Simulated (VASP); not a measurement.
# Ni (P6_3/mmc) in VASP: a series of runs

Runs on Ni. Level: RPBE. Tasks: single point.

Program: VASP 6.6.1. These are calculated values, not measurements. Logs are shortened: lines on timing, memory, paths and dates and some standing lists are left out, and cuts for length are marked.

## 1. The cell of the first run

Symmetry: P6_3/mmc, No. 194, hexagonal system. Conventional cell: a = 2.514 Å, b = 2.514 Å, c = 4.116 Å, α = 90.00°, β = 90.00°, γ = 120.00°. Ni (site symmetry -6m2) has 12 Ni at 2.51 to 2.52 Å within 3.3 Å.

## 2. Single point, RPBE, collinear spin, antiferromagnetic start

INCAR

```
ALGO = Normal
EDIFF = 1E-6
ENCUT = 520
GGA = RP
ISIF = 2
ISMEAR = -1
ISPIN = 2
LASPH = True
LCHARG = False
LMAXMIX = 4
LORBIT = 11
LREAL = False
LWAVE = False
MAGMOM = 0.8 -0.8
NBANDS = 21
NELM = 150
PREC = Accurate
SIGMA = 0.05
```

KPOINTS

```
k-points
0
Gamma
  14 14 8
```

POSCAR

```
Ni
1.0
    2.5136489270      0.0000000000      0.0000000000
   -1.2568244635      2.1768838270      0.0000000000
    0.0000000000      0.0000000000      4.1160526146
Ni
2
Direct
    0.3333333333      0.6666666667      0.2500000000
    0.6666666667      0.3333333333      0.7500000000
```

Potentials or basis: VASP PAW PBE potentials, release 64 (Ni).

On the command line:

```bash
$ cat potpaw_PBE.64/Ni/POTCAR > POTCAR
$ mpirun -np 1 vasp_std > vasp.out
```

OUTCAR:

```text
EDIFF = 1E-6
   ENCUT = 520
   GGA = RP
   ISIF = 2
   ISMEAR = -1
   ISPIN = 2
   LASPH = True
   LORBIT = 11
   LREAL = False
   NELM = 150
   PREC = Accurate

 ion  position               nearest neighbor table
   1  0.333  0.667  0.250-   2 2.52   2 2.52   2 2.52   2 2.52   2 2.52   2 2.52
   2  0.667  0.333  0.750-   1 2.52   1 2.52   1 2.52   1 2.52   1 2.52   1 2.52

  LATTYP: Found a hexagonal cell.
 ALAT       =     2.5136489270
 C/A-ratio  =     1.6374811018

  Lattice vectors:

 A1 = (   2.5136489270,   0.0000000000,   0.0000000000)
 A2 = (  -1.2568244635,   2.1768838270,   0.0000000000)
 A3 = (   0.0000000000,   0.0000000000,   4.1160526146)

Analysis of symmetry for initial positions (statically):
=====================================================================
 Subroutine PRICEL returns:
 Original cell was already a primitive cell.

 Routine SETGRP: Setting up the symmetry group for a
 hexagonal supercell.

 Subroutine GETGRP returns: Found 24 space group operations
 (whereof 12 operations were pure point group operations)
 out of a pool of 24 trial point group operations.

The static configuration has the point symmetry D_3d.
 The point group associated with its full space group is D_6h.

Analysis of symmetry for dynamics (positions and initial velocities):
=====================================================================
 Subroutine PRICEL returns:
 Original cell was already a primitive cell.

 Routine SETGRP: Setting up the symmetry group for a
 hexagonal supercell.

 Subroutine GETGRP returns: Found 24 space group operations
 (whereof 12 operations were pure point group operations)
 out of a pool of 24 trial point group operations.

The dynamic configuration has the point symmetry D_3d.
 The point group associated with its full space group is D_6h.

Analysis of structural, dynamic, and magnetic symmetry:
=====================================================================
 Subroutine PRICEL returns:
 Original cell was already a primitive cell.

 Routine SETGRP: Setting up the symmetry group for a
 hexagonal supercell.

 Subroutine GETGRP returns: Found 24 space group operations
 (whereof 12 operations were pure point group operations)
 out of a pool of 24 trial point group operations.

The overall configuration has the point symmetry D_3d.
 The point group associated with its full space group is D_6h.

 Subroutine INISYM returns: Found 24 space group operations
 (whereof 12 operations are pure point group operations),
 and found     1 'primitive' translations

----------------------------------------------------------------------------------------

                                     Primitive cell

  volume of cell :      22.5227

  direct lattice vectors                    reciprocal lattice vectors
     2.513648927  0.000000000  0.000000000     0.397828030  0.229686120  0.000000000
    -1.256824464  2.176883827  0.000000000     0.000000000  0.459372240  0.000000000
     0.000000000  0.000000000  4.116052615     0.000000000  0.000000000  0.242951219

  length of vectors
     2.513648927  2.513648927  4.116052615     0.459372240  0.459372240  0.242951219

  position of ions in fractional coordinates (direct lattice)
     0.333333333  0.666666667  0.250000000
     0.666666667  0.333333333  0.750000000

  ion indices of the primitive-cell ions
   primitive index   ion index
                 1           1
                 2           2

----------------------------------------------------------------------------------------

 KPOINTS: k-points

Automatic generation of k-mesh.
 Grid dimensions read from file:
 generate k-points for:   14   14    8

 Generating k-lattice:

  Cartesian coordinates                     Fractional coordinates (reciprocal lattice)
     0.028416288  0.016406151  0.000000000     0.071428571  0.000000000  0.000000000
     0.000000000  0.032812303  0.000000000     0.000000000  0.071428571  0.000000000
     0.000000000  0.000000000  0.030368902     0.000000000  0.000000000  0.125000000

  Length of vectors
     0.032812303  0.032812303  0.030368902

  Shift w.r.t. Gamma in fractional coordinates (k-lattice)
     0.000000000  0.000000000  0.000000000

 Subroutine IBZKPT returns following result:
 ===========================================

 Found    120 irreducible k-points:

 Following reciprocal coordinates:
            Coordinates               Weight
  0.000000  0.000000  0.000000      1.000000
  0.071429  0.000000  0.000000      6.000000
  0.142857  0.000000  0.000000      6.000000
  0.214286  0.000000  0.000000      6.000000
  0.285714  0.000000  0.000000      6.000000
  0.357143  0.000000  0.000000      6.000000
[... 16 lines left out ...]
  0.285714  0.285714  0.000000      6.000000
  0.357143  0.285714  0.000000      6.000000
 [... further k-points ...]
   k-points           NKPTS =    120   k-points in BZ     NKDIM =    120   number of bands    NBANDS=     21
   number of dos      NEDOS =    301   number of ions     NIONS =      2
   total plane-waves  NPLWV =  12800
   dimension x,y,z NGX =    20 NGY =   20 NGZ =   32
   dimension x,y,z NGXF=    40 NGYF=   40 NGZF=   64
   ions per type =               2
   NGX,Y,Z   is equivalent  to a cutoff of  13.23, 13.23, 12.92 a.u.
   NGXF,Y,Z  is equivalent  to a cutoff of  26.45, 26.45, 25.85 a.u.
 SYSTEM =  unknown system
   PREC   = accura    normal or accurate (medium, high low for compatibility)
   ISTART =      0    job   : 0-new  1-cont  2-samecut
   ICHARG =      2    charge: 1-file 2-atom 10-const
   ISPIN  =      2    spin polarized calculation?
   LNONCOLLINEAR =      F non collinear calculations
   LSORBIT =      F    spin-orbit coupling
   LASPH  =      T    aspherical Exc in radial PAW
   ENCUT  =  520.0 eV  38.22 Ry    6.18 a.u.   4.67  4.67  7.65*2*pi/ulx,y,z
   NELM   =    150;   NELMIN=  2; NELMDL= -5     # of ELM steps
   EDIFF  = 0.1E-05   stopping-criterion for ELM
   LREAL  =      F    real-space projection
   EDIFFG = 0.1E-04   stopping-criterion for IOM
   NSW    =      0    number of steps for IOM
   IBRION =     -1    ionic relax: 0-MD 1-quasi-New 2-CG
   NFREE  =      0    steps in history (QN), initial steepest desc. (CG)
   ISIF   =      2    stress and relaxation
   ISYM   =      2    0-nonsym 1-usesym 2-fastsym
   POTIM  = 0.5000    time-step for ionic-motion
   TEBEG  =    0.0;   TEEND  =   0.0 temperature during run
   PSTRESS=    0.0 pullay stress
   NELECT =      20.0000    total number of electrons
   NUPDOWN=      -1.0000    fix difference up-down
   EMIN   =  10.00;   EMAX   =-10.00  energy-range for DOS
   EFERMI =   0.00;   METHOD = LEGACY
   ISMEAR =    -1;   SIGMA  =   0.05  broadening in eV -4-tet -1-fermi 0-gaus
   EFERMI_NEDOS =   21; number of points for ismear=-14 and -15
   IALGO  =     38    algorithm
   IMIX   =      4    mixing-type and parameters
     AMIX     =   0.40;   BMIX     =  1.00
     AMIX_MAG =   1.60;   BMIX_MAG =  1.00
  volume/ion in A,a.u.               =      11.26        76.00
  Fermi-wavevector in a.u.,A,eV,Ry     =   1.573540  2.973560 33.688425  2.476029
  Thomas-Fermi vector in A             =   2.674809
   LORBIT       =     11    0 simple, 1 ext, 2 COOP (PROOUT), +10 PAW based schemes
   GGA     = RP    functional components
   LHFCALC =     F    Hartree Fock is set to
   AEXX    =    0.0000 exact exchange contribution
   IVDW    =     0    specifies the selected vdW correction
   LEPSILON=     F    determine dielectric tensor
   LRPA    =     F    only Hartree local field effects (RPA)
 spin polarized calculation
  energy-cutoff  :      520.00
  volume of cell :       22.52
 maximum number of plane-waves:       622
 NGX is ok and might be reduce to    20
   NGX =  9   NGY =  9   NGZ = 15

 number of electron      20.0000014 magnetization      -0.0000000

 number of electron      20.0000014 magnetization       0.0000000

 Free energy of the ion-electron system (eV)
  ---------------------------------------------------
  ext. energy  EPLUGINS =         0.00000000
  ---------------------------------------------------
  free energy    TOTEN  =        -9.76703176 eV

  energy without entropy =       -9.71056241  energy(sigma->0) =       -9.73879709

 E-fermi :   8.8844     XC(G=0): -12.9251

 val. band max:        8.8795729069   @ k =   0.3571   0.0714   0.0000
 cond. band min:       8.8848153327   @ k =   0.4286   0.0714   0.0000
 fundamental gap:      0.0052424258
 Fermi energy:         8.8843513300

 spin component 1

 k-point     1 :       0.0000    0.0000    0.0000
  band No.  band energies     occupation
      1       0.2616      1.00000
      2       4.6393      1.00000
      3       7.0747      1.00000
      4       7.0747      1.00000
      5       7.1210      1.00000
      6       7.5170      1.00000
[... 13 lines left out ...]
     20      34.4685      0.00000
     21      39.1258      0.00000

 k-point     2 :       0.0714    0.0000    0.0000
  band No.  band energies     occupation
      1       0.4349      1.00000
      2       4.7473      1.00000
      3       6.9364      1.00000
      4       7.1462      1.00000
      5       7.2312      1.00000
      6       7.4855      1.00000
[... 13 lines left out ...]
     20      36.6940      0.00000
     21      37.0881      0.00000

 k-point     3 :       0.1429    0.0000    0.0000
  band No.  band energies     occupation
      1       0.9447      1.00000
      2       5.0357      1.00000
      3       6.7361      1.00000
      4       7.0356      1.00000
      5       7.2675      1.00000
      6       7.3508      1.00000
[... 13 lines left out ...]
     20      36.9481      0.00000
     21      37.7917      0.00000
[... 457 lines left out ...]
 k-point    23 :       0.2857    0.2857    0.0000
  band No.  band energies     occupation
      1       5.5695      1.00000
      2       5.6589      1.00000
      3       5.8945      1.00000
      4       5.9790      1.00000
      5       6.8339      1.00000
      6       7.0981      1.00000
[... 13 lines left out ...]
     20      40.8942      0.00000
     21      42.3861      0.00000

 k-point    24 :       0.3571    0.2857    0.0000
  band No.  band energies     occupation
      1       5.6615      1.00000
      2       5.7165      1.00000
      3       5.8452      1.00000
      4       6.0749      1.00000
      5       6.8452      1.00000
      6       7.0146      1.00000
[... 13 lines left out ...]
     20      41.3133      0.00000
     21      43.9468      0.00000

 [... further k-points ...]

 spin component 2

 k-point     1 :       0.0000    0.0000    0.0000
  band No.  band energies     occupation
      1       0.2616      1.00000
      2       4.6393      1.00000
      3       7.0747      1.00000
      4       7.0747      1.00000
      5       7.1210      1.00000
      6       7.5170      1.00000
[... 13 lines left out ...]
     20      34.4685      0.00000
     21      39.1258      0.00000

 k-point     2 :       0.0714    0.0000    0.0000
  band No.  band energies     occupation
      1       0.4349      1.00000
      2       4.7473      1.00000
      3       6.9364      1.00000
      4       7.1462      1.00000
      5       7.2312      1.00000
      6       7.4855      1.00000
[... 13 lines left out ...]
     20      36.6940      0.00000
     21      37.0881      0.00000

 k-point     3 :       0.1429    0.0000    0.0000
  band No.  band energies     occupation
      1       0.9447      1.00000
      2       5.0357      1.00000
      3       6.7361      1.00000
      4       7.0356      1.00000
      5       7.2675      1.00000
      6       7.3508      1.00000
[... 13 lines left out ...]
     20      36.9481      0.00000
     21      37.7917      0.00000
[... 457 lines left out ...]
 k-point    23 :       0.2857    0.2857    0.0000
  band No.  band energies     occupation
      1       5.5695      1.00000
      2       5.6589      1.00000
      3       5.8945      1.00000
      4       5.9790      1.00000
      5       6.8339      1.00000
      6       7.0981      1.00000
[... 13 lines left out ...]
     20      40.8942      0.00000
     21      42.3861      0.00000

 k-point    24 :       0.3571    0.2857    0.0000
  band No.  band energies     occupation
      1       5.6615      1.00000
      2       5.7165      1.00000
      3       5.8452      1.00000
      4       6.0749      1.00000
      5       6.8452      1.00000
      6       7.0146      1.00000
[... 13 lines left out ...]
     20      41.3133      0.00000
     21      43.9468      0.00000

 [... further k-points ...]
[... 5 lines left out ...]
  --------------------------------------------------------------------------------------
  -------------------------------------------------------------------------------------
  Total       -0.1866692     -0.1866692      0.0860262      0.0000000      0.0000000      0.0000000
  in kB      -13.2789094    -13.2789094      6.1195677      0.0000000      0.0000000      0.0000000
  external PRESSURE =      -6.8127504 kB  Pullay stress =       0.0000000 kB

 VOLUME and BASIS-vectors are now :
 -----------------------------------------------------------------------------
  energy-cutoff  :      520.00
  volume of cell :       22.52
      direct lattice vectors                 reciprocal lattice vectors
     2.513648927  0.000000000  0.000000000     0.397828030  0.229686120  0.000000000
    -1.256824464  2.176883827  0.000000000     0.000000000  0.459372240  0.000000000
     0.000000000  0.000000000  4.116052615     0.000000000  0.000000000  0.242951219

 POSITION                                       TOTAL-FORCE (eV/Angst)
 -----------------------------------------------------------------------------------
     -0.00000      1.45126      1.02901         0.000000     -0.000000      0.000000
      1.25682      0.72563      3.08704        -0.000000      0.000000      0.000000
 -----------------------------------------------------------------------------------
    total drift:                               -0.000000      0.000000     -0.000000

  FREE ENERGIE OF THE ION-ELECTRON SYSTEM (eV)
  ---------------------------------------------------
  free  energy   TOTEN  =        -9.7670317609 eV

  energy  without entropy=       -9.7105624100  energy(sigma->0) =       -9.73879709

 total charge

# of ion       s       p       d       tot
------------------------------------------
    1        0.477   0.461   8.309   9.247
    2        0.477   0.461   8.309   9.247
--------------------------------------------------
tot          0.953   0.922  16.619  18.495

 magnetization (x)

# of ion       s       p       d       tot
------------------------------------------
    1       -0.001  -0.001   0.276   0.274
    2        0.001   0.001  -0.276  -0.274
--------------------------------------------------
tot          0.000   0.000   0.000   0.000
```

Run time: 75 s. Hardware: 1 thread of Intel Xeon 6975P-C, shared host; peak memory 0.2 GiB.

Results:

* Free energy: -9.7670 eV
* Pressure: -0.7 GPa
* Band gap on the k mesh: zero (filled and empty bands overlap)
* Net moment: 0.00 μB per cell
* Site moments: Ni +0.27, -0.27 μB
* Valence electrons inside the program's atomic spheres: Ni 9.25

Levels at points of the mesh, in eV from the Fermi level:
Spin up:
```tsv
k point	band 7	band 8	band 9	band 10	band 11	band 12	band 13	band 14
(0.00, 0.00, 0.00)	-1.37	-1.07	-1.07	-0.14	-0.14	-0.13	5.80	22.34
(0.50, 0.00, 0.00)	-1.39	-0.20	0.03	0.22	1.52	3.29	9.35	9.85
(0.00, 0.00, 0.50)	-1.63	-1.63	-0.47	-0.47	-0.37	-0.37	14.21	14.29
(0.50, 0.00, 0.50)	-0.57	-0.33	-0.17	0.22	1.67	1.69	6.84	6.92
```
Spin down:
```tsv
k point	band 8	band 9	band 10	band 11	band 12	band 13
(0.00, 0.00, 0.00)	-1.07	-1.07	-0.14	-0.14	-0.13	5.80
(0.50, 0.00, 0.00)	-0.20	0.03	0.22	1.52	3.29	9.35
(0.00, 0.00, 0.50)	-1.63	-0.47	-0.47	-0.37	-0.37	14.21
(0.50, 0.00, 0.50)	-0.33	-0.17	0.22	1.67	1.69	6.84
```

Caveat: the PAW data sets were made with another functional, which shifts forces and pressure a little.

## 3. Single point, RPBE, collinear spin, ferromagnetic start (volume scaled by 0.88)

INCAR

```
PREC = Accurate
ENCUT = 520
EDIFF = 1E-7
ISMEAR = -1
SIGMA = 0.05
LREAL = False
LASPH = True
NELM = 150
ALGO = Normal
ISIF = 2
LWAVE = False
LCHARG = False
ISPIN = 2
MAGMOM = 0.71 0.71
LORBIT = 11
LMAXMIX = 4
GGA = RP
NBANDS = 21
```

KPOINTS

```
Automatic mesh
0
Gamma
  16 16 9
```

POSCAR

```
Ni
1.0
    2.4087894765      0.0000000000      0.0000000000
   -1.2043947382      2.0860728790      0.0000000000
    0.0000000000      0.0000000000      3.9443472461
Ni
2
Direct
    0.3333333333      0.6666666667      0.2500000000
    0.6666666667      0.3333333333      0.7500000000
```

Potentials or basis: VASP PAW PBE potentials, release 64 (Ni).

On the command line:

```bash
$ cat potpaw_PBE.64/Ni/POTCAR > POTCAR
$ mpirun -np 1 vasp_std > vasp.out
```

Wall time 89 s (1 thread of Intel Xeon 6975P-C, shared host); peak memory 0.2 GiB.

Results (log left out):

```
Free energy                                           : -9.6444 eV
Pressure                                              : 30.3 GPa
Net moment                                            : 1.17 μB per cell
Site moments                                          : Ni +0.59 μB
Valence electrons inside the program's atomic spheres : Ni 9.49
```

Stress tensor (GPa, compression positive):
```
29.83  0.00  0.00
 0.00 29.83  0.00
 0.00  0.00 31.19
```

Levels at points of the mesh, in eV from the Fermi level:
Spin up:
```csv
k point,band 8,band 9,band 10,band 11,band 12,band 13,band 14,band 15
"(0.00, 0.00, 0.00)",-1.80,-1.80,-0.72,-0.72,-0.52,6.35,23.34,26.17
"(0.50, 0.00, 0.00)",-0.59,-0.51,-0.45,1.29,3.40,9.96,10.67,13.12
```
Spin down:
```tsv
k point	band 6	band 7	band 8	band 9	band 10	band 11	band 12	band 13
(0.00, 0.00, 0.00)	-1.61	-1.61	-1.16	-1.16	-0.59	-0.03	-0.03	6.73
(0.50, 0.00, 0.00)	-2.00	-1.58	0.14	0.19	0.29	1.75	3.75	10.06
```

Caveat: the PAW data sets were made with another functional, which shifts forces and pressure a little.

[end of part 1 of 2]
